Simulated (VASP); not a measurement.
# BaSrInSbO6 (P1) in VASP: single point with LDA

Aim: the single point of BaSrInSbO6 with LDA.

Everything below comes from runs of VASP 6.6.1. Logs are shortened: lines on timing, memory, paths and dates and some standing lists are left out, and cuts for length are marked.

## 1. The cell of the first run

The typed cell holds 20 atoms: a = 10.523 Å, b = 10.523 Å, c = 10.523 Å, α = 33.56°, β = 33.56°, γ = 33.56°.

## 2. Single point, LDA

The input, INCAR:

```
SYSTEM = BaSrInSbO6
PREC = Accurate
ENCUT = 520
EDIFF = 1E-6
ISMEAR = -1
SIGMA = 0.3
LREAL = Auto
LASPH = .TRUE.
NELM = 80
ALGO = Normal
ISIF = 2
LWAVE = .FALSE.
LCHARG = .FALSE.
NBANDS = 90
```

The input, KPOINTS:

```
Automatic mesh
0
G
  3 3 3
  0 0 0
```

The input, POSCAR:

```
BaSrInSbO6
1.0
    8.5921260000      4.2960630000      4.2960630000
    4.2960630000      8.5921260000      4.2960630000
    4.2960630000      4.2960630000      8.5921260000
Ba Sr In Sb O
2 2 2 2 12
Direct
    0.0526004856      0.1389819004      0.1685205734
    0.6228493390      0.6480584666      0.6133057174
    0.3795219018      0.4183714252      0.3132286468
    0.8969316791      0.8388319724      0.9524243476
    0.0930095764      0.0894248990     -0.1558229011
    0.4632206278      0.5082618667      0.5041418154
    0.2349767683      0.1981290777      0.2699855659
    0.6709689779      0.8111438310      0.7859347035
    0.9367472032      0.2253283995      0.4010939784
    0.5589012545      0.1380275382      0.1380275382
    0.1659484509     -0.0422188874      0.7259961039
    0.3762223692      0.3775724425      0.8729329621
    0.4083389839      0.8449945916      0.3945822024
    0.0936206010      0.5199644419      0.2192472503
    0.4165616286      0.7706067160      0.8932073389
   -0.0576458027      0.6691126271      0.8216476341
    0.3805984689      0.7211893773      0.2146791143
    0.8805387630      0.7797022530      0.4943945189
    0.7590205265      0.3191526754      1.0074340157
    0.4862766212      0.1618167611      0.6926981751
```

Potentials or basis: VASP PAW LDA potentials, release 64 (Ba_sv, Sr_sv, In_d, Sb, O).

Run with:

```console
> cat potpaw_LDA.64/Ba_sv/POTCAR potpaw_LDA.64/Sr_sv/POTCAR potpaw_LDA.64/In_d/POTCAR potpaw_LDA.64/Sb/POTCAR potpaw_LDA.64/O/POTCAR > POTCAR
> mpirun -np 1 vasp_std > vasp.out
```

OUTCAR:

```text
SYSTEM = BaSrInSbO6
   PREC = Accurate
   ENCUT = 520
   EDIFF = 1E-6
   ISMEAR = -1
   LREAL = Auto
   LASPH = .TRUE.
   NELM = 80
   ISIF = 2

 ion  position               nearest neighbor table
   1  0.053  0.139  0.169-   9 2.28  17 2.33  20 2.77  16 2.85  18 2.96  19 3.10  20 3.32  12 3.34
                             7 3.42   6 3.50   5 3.50   8 3.53   8 3.54   6 3.71   8 3.81   6 3.87
   2  0.623  0.648  0.613-  11 2.44  15 2.46  14 2.74  13 2.76  18 2.92  10 2.98  19 2.99  12 3.14
                            10 3.19   5 3.41   5 3.56   7 3.68   4 3.70   8 3.83   7 3.98   3 3.98
   3  0.380  0.418  0.313-  19 2.15  15 2.38  17 2.40  18 2.79  20 2.99  14 3.00   5 3.06  10 3.11
                             8 3.44   6 3.63   5 3.81   8 3.84   2 3.98   1 3.99   5 4.01   7 4.08
   4  0.897  0.839  0.952-  11 2.23  14 2.42  10 2.53  16 2.62  13 2.86  12 2.94   9 3.14  13 3.27
                            12 3.29   7 3.40   9 3.48   7 3.51   5 3.56   7 3.62   2 3.70   6 3.91
   5  0.093  0.089  0.844-  11 1.89  19 1.96  15 2.03   3 3.06   2 3.41   1 3.50   4 3.56   2 3.56
                             8 3.61   3 3.81   3 4.01
   6  0.463  0.508  0.504-  20 2.14  17 2.20  12 2.25  13 2.26   9 2.55  16 2.74   1 3.50   3 3.63
                             1 3.71   1 3.87   8 3.90   4 3.91   4 3.98   2 4.06   4 4.43
   7  0.235  0.198  0.270-  13 1.85   9 1.94  14 1.97  10 1.98  12 2.10  11 2.64   4 3.40   1 3.42
                             4 3.51   4 3.62   2 3.68   2 3.98   3 4.08   2 4.18
   8  0.671  0.811  0.786-  20 1.88  18 1.89  16 2.07  15 2.17  17 2.31   3 3.44   1 3.53   1 3.54
                             5 3.61   1 3.81   2 3.83   3 3.84   6 3.90   4 4.21   3 4.30
   9  0.937  0.225  0.401-   7 1.94   1 2.28   6 2.55   4 3.14   4 3.48
  10  0.559  0.138  0.138-   7 1.98   4 2.53   2 2.98   3 3.11   2 3.19
  11  0.166  0.958  0.726-   5 1.89   4 2.23   2 2.44   7 2.64
  12  0.376  0.378  0.873-   7 2.10   6 2.25   4 2.94   2 3.14   4 3.29   1 3.34
  13  0.408  0.845  0.395-   7 1.85   6 2.26   2 2.76   4 2.86   4 3.27
  14  0.094  0.520  0.219-   7 1.97   4 2.42   2 2.74   3 3.00
  15  0.417  0.771  0.893-   5 2.03   8 2.17   3 2.38   2 2.46
  16  0.942  0.669  0.822-   8 2.07   4 2.62   6 2.74   1 2.85
  17  0.381  0.721  0.215-   6 2.20   8 2.31   1 2.33   3 2.40
  18  0.881  0.780  0.494-   8 1.89   3 2.79   2 2.92   1 2.96
  19  0.759  0.319  0.007-   5 1.96   3 2.15   2 2.99   1 3.10
  20  0.486  0.162  0.693-   8 1.88   6 2.14   1 2.77   3 2.99   1 3.32

  LATTYP: Found a trigonal (rhomboedric) cell.
 ALAT       =    10.5231622529
 COS(alpha) =     0.8333333333

  Lattice vectors:

 A1 = (   8.5921260000,   4.2960630000,   4.2960630000)
 A2 = (   4.2960630000,   8.5921260000,   4.2960630000)
 A3 = (   4.2960630000,   4.2960630000,   8.5921260000)

Analysis of symmetry for initial positions (statically):
=====================================================================
 Subroutine PRICEL returns:
 Original cell was already a primitive cell.

 Routine SETGRP: Setting up the symmetry group for a
 trigonal (rhombohedral) supercell.

 Subroutine GETGRP returns: Found  1 space group operations
[... 159 lines left out ...]
   IALGO  =     38    algorithm
   IMIX   =      4    mixing-type and parameters
     AMIX     =   0.40;   BMIX     =  1.00
     AMIX_MAG =   1.60;   BMIX_MAG =  1.00
  volume/ion in A,a.u.               =      15.86       107.01
  Fermi-wavevector in a.u.,A,eV,Ry     =   1.269808  2.399589 21.938206  1.612413
  Thomas-Fermi vector in A             =   2.402829
   LORBIT       =      0    0 simple, 1 ext, 2 COOP (PROOUT), +10 PAW based schemes
   GGA     = CA    functional components
   LHFCALC =     F    Hartree Fock is set to
   AEXX    =    0.0000 exact exchange contribution
   IVDW    =     0    specifies the selected vdW correction
   LEPSILON=     F    determine dielectric tensor
   LRPA    =     F    only Hartree local field effects (RPA)
 non-spin polarized calculation
  energy-cutoff  :      520.00
  volume of cell :      317.16
 maximum number of plane-waves:      8593
 NGX is ok and might be reduce to    80
   NGX = 39   NGY = 39   NGZ = 39

 number of electron     148.0000006 magnetization

 Free energy of the ion-electron system (eV)
  ---------------------------------------------------
  ext. energy  EPLUGINS =         0.00000000
  ---------------------------------------------------
  free energy    TOTEN  =      -127.77170351 eV

  energy without entropy =     -127.08559642  energy(sigma->0) =     -127.42864997

 E-fermi :   4.0430     XC(G=0): -10.5745

 val. band max:        3.8171776842   @ k =   0.0000   0.0000   0.0000
 cond. band min:       4.1602961397   @ k =   0.3333   0.3333   0.3333
 fundamental gap:      0.3431184556
 Fermi energy:         4.0429518029

 k-point     1 :       0.0000    0.0000    0.0000
  band No.  band energies     occupation
      1     -29.7405      2.00000
      2     -28.8651      2.00000
      3     -22.1986      2.00000
      4     -21.5979      2.00000
      5     -15.4384      2.00000
      6     -14.9724      2.00000
[... 1235 lines left out ...]
     85       8.9642      0.00000
     86       9.2041      0.00000
 [bands above 86 left out]

------------------------ aborting loop because EDIFF is reached ----------------------------------------

  FORCE on cell =-STRESS in cart. coord.  units (eV):
  Direction    XX          YY          ZZ          XY          YZ          ZX
  --------------------------------------------------------------------------------------
  -------------------------------------------------------------------------------------
  Total       -2.8461335      8.2717573     -4.3671622     -5.1650225      3.6784691     -1.8005689
  in kB      -14.3778493     41.7865436    -22.0616498    -26.0922112     18.5825698     -9.0959575
  external PRESSURE =       1.7823482 kB  Pullay stress =       0.0000000 kB

 VOLUME and BASIS-vectors are now :
 -----------------------------------------------------------------------------
  energy-cutoff  :      520.00
  volume of cell :      317.16
      direct lattice vectors                 reciprocal lattice vectors
     8.592126000  4.296063000  4.296063000     0.174578445 -0.058192815 -0.058192815
     4.296063000  8.592126000  4.296063000    -0.058192815  0.174578445 -0.058192815
     4.296063000  4.296063000  8.592126000    -0.058192815 -0.058192815  0.174578445

 POSITION                                       TOTAL-FORCE (eV/Angst)
 -----------------------------------------------------------------------------------
      1.77300      2.14410      2.27100        -1.411367      0.346636     -1.842277
     10.77050     10.87880     10.72950         0.444394     -1.693425     -0.560533
      6.40390      6.57080      6.11910        -1.446801      0.118265     -0.110526
     15.40190     15.15230     15.64030        -1.289837     -0.676080     -0.654786
      4.80996      4.79456      8.03703        -1.310866      0.539296      2.410964
      8.32940      8.52290      8.50520        -0.113278      1.305497      2.022025
[... 12 lines left out ...]
      7.92464      6.03494      4.69577         2.462346      0.218126     -0.541981
      7.84920      6.45530      8.73600        -0.863012      1.035098     -1.123244
 -----------------------------------------------------------------------------------
    total drift:                               -0.007180     -0.001234     -0.025233

  FREE ENERGIE OF THE ION-ELECTRON SYSTEM (eV)
  ---------------------------------------------------
  free  energy   TOTEN  =      -127.7717035136 eV

  energy  without entropy=     -127.0855964173  energy(sigma->0) =     -127.42864997
```

OSZICAR:

```text
N       E                     dE             d eps       ncg     rms          rms(c)
DAV:   1     0.181245330378E+04    0.18125E+04   -0.67164E+04  2520   0.173E+03
DAV:   2     0.160911081332E+03   -0.16515E+04   -0.15732E+04  2776   0.459E+02
DAV:   3    -0.128055677032E+03   -0.28897E+03   -0.27918E+03  3028   0.204E+02
DAV:   4    -0.151113610796E+03   -0.23058E+02   -0.22826E+02  3704   0.598E+01
DAV:   5    -0.152069726810E+03   -0.95612E+00   -0.95438E+00  4248   0.110E+01    0.455E+01
DAV:   6    -0.128703434516E+03    0.23366E+02   -0.11759E+02  4112   0.635E+01    0.348E+01
DAV:   7    -0.128206923090E+03    0.49651E+00   -0.11624E+01  2832   0.130E+01    0.160E+01
DAV:   8    -0.127842265530E+03    0.36466E+00   -0.18696E+00  3552   0.586E+00    0.544E+00
DAV:   9    -0.127774424432E+03    0.67841E-01   -0.34194E-01  4520   0.354E+00    0.176E+00
DAV:  10    -0.127772177046E+03    0.22474E-02   -0.75093E-02  3336   0.129E+00    0.132E+00
DAV:  11    -0.127772331600E+03   -0.15455E-03   -0.22998E-02  3944   0.731E-01    0.764E-01
DAV:  12    -0.127771848949E+03    0.48265E-03   -0.50157E-03  3136   0.320E-01    0.394E-01
DAV:  13    -0.127771785960E+03    0.62989E-04   -0.16415E-03  3624   0.186E-01    0.231E-01
DAV:  14    -0.127771719221E+03    0.66739E-04   -0.31450E-04  3320   0.940E-02    0.107E-01
DAV:  15    -0.127771703356E+03    0.15864E-04   -0.18343E-04  3696   0.562E-02    0.298E-02
DAV:  16    -0.127771703580E+03   -0.22330E-06   -0.28576E-05  3240   0.231E-02    0.201E-02
DAV:  17    -0.127771703514E+03    0.66149E-07   -0.40603E-06  2344   0.109E-02
   1 F= -.12777170E+03 E0= -.12742865E+03  d E =-.686107E+00
```

stdout:

```text
POSCAR found type information on POSCAR BaSrInSbO
 POSCAR found :  5 types and      20 ions
 scaLAPACK will be used
 LDA part: xc-table for (Slater(with rela. corr.)+CA(PZ))
 , standard interpolation
 POSCAR, INCAR and KPOINTS ok, starting setup
 FFT: planning ... GRIDC
 FFT: planning ... GRID_SOFT
 FFT: planning ... GRID
 WAVECAR not read
 entering main loop
```

It took 46 min on 1 thread of AMD EPYC 7R13 (Zen 3), shared host; peak memory 0.85 GiB.

Results:

```yaml
Free_energy: -127.7717 eV
Pressure: 0.2 GPa
Largest_force: 4.960 eV/Å
Band_gap_on_the_k_mesh: 0.43 eV
```

Forces in eV/Å, atoms in the order of the input:
```
Ba  -1.411  0.347 -1.842
Ba   0.444 -1.693 -0.561
Sr  -1.447  0.118 -0.111
Sr  -1.290 -0.676 -0.655
In  -1.311  0.539  2.411
In  -0.113  1.305  2.022
Sb   2.315  4.178 -1.337
Sb   1.059 -2.787  2.123
O   -0.775  1.749  1.813
O    0.498 -0.401  0.570
O   -0.844  0.598 -2.556
O   -0.778 -0.594 -0.056
O    0.390 -4.155 -0.551
O   -0.843 -0.403  0.982
O    0.852  2.388  0.978
O   -1.599 -0.486 -1.040
O    2.936 -1.534  0.031
O    0.319  0.254 -0.558
O    2.462  0.218 -0.542
O   -0.863  1.035 -1.123
```

Levels at points of the mesh, in eV from the valence-band top:
```csv
k point,band 70,band 71,band 72,band 73,band 74,band 75,band 76,band 77,band 78,band 79
"(0.00, 0.00, 0.00)",-0.94,-0.84,-0.64,-0.34,0.00,0.43,1.37,2.11,3.22,3.91
```

Caveat: the stress differs along the axes, from -2 to 4 GPa; the smearing spreads over this small gap; so wide a smearing shifts energies and pressures; semilocal functionals underestimate gaps, and a narrow one can read as zero; spin-orbit coupling is left out, which moves the levels of the heavy elements; forces of over 1 eV/Å act on the atoms, so gaps and moduli don't describe the material at rest. A k mesh can miss the band edges.

The gap in the log of VASP goes by the Fermi energy; the results here count the filled bands.